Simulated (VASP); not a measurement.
Wanted: the native input for a VASP 6.6.1 run.

```yaml
Task: single point
Functional: PBE
Potentials_or_basis: VASP PAW PBE potentials, release 64 (Ga_d, Sb)
Cutoff: 520 eV
k_mesh: 12 × 12 × 8
Occupations: gaussian, width 0.1 eV
Spin: no spin polarisation
Dipole_correction: no
Further_INCAR_settings: ALGO = Fast; EDIFF = 1e-06; NBANDS = 30
```

The structure of Ga3Sb lies in POSCAR:

```
Ga3Sb
1.0
    4.2021578006      0.0000000000      0.0000000000
   -2.1010789003      3.6391754060      0.0000000000
    0.0000000000      0.0000000000      6.0683431881
Ga Sb
3 1
Direct
    0.3333333333      0.6666666667      0.2194986239
    0.6666666667      0.3333333333      0.7805013761
    0.0000000000      0.0000000000      0.0000000000
    0.0000000000      0.0000000000      0.5000000000
```

The cell was built from a structure type or drawn by symmetry, and may not be a known phase.

One way to write it, as run:

INCAR

```
SYSTEM = Ga3Sb
ALGO = Fast
EDIFF = 1E-6
ENCUT = 520
GGA = PE
ISIF = 2
ISMEAR = 0
LASPH = .TRUE.
LCHARG = .FALSE.
LREAL = .FALSE.
LWAVE = .FALSE.
NBANDS = 30
NELM = 60
PREC = Accurate
SIGMA = 0.1
```

KPOINTS

```
k-points
0
G
  12 12 8
  0 0 0
```

Potentials or basis: VASP PAW PBE potentials, release 64 (Ga_d, Sb).

The run is started by

```console
$ cat potpaw_PBE.64/Ga_d/POTCAR potpaw_PBE.64/Sb/POTCAR > POTCAR
$ mpirun -np 1 vasp_std > vasp.out
```

It gave:

```
Pressure               : 0.1 GPa
Largest force          : 0.003 eV/Å
Band gap on the k mesh : zero (bands 22 and 23 overlap by 2.71 eV)
```

Caveat: spin-orbit coupling is left out, which moves the levels of the heavy elements.

Wall time 4.3 min on 1 thread of Intel(R) Xeon(R) Platinum 8259CL CPU @ 2.50GHz (Skylake/Cascade Lake) (shared host), peak memory 0.43 GiB.
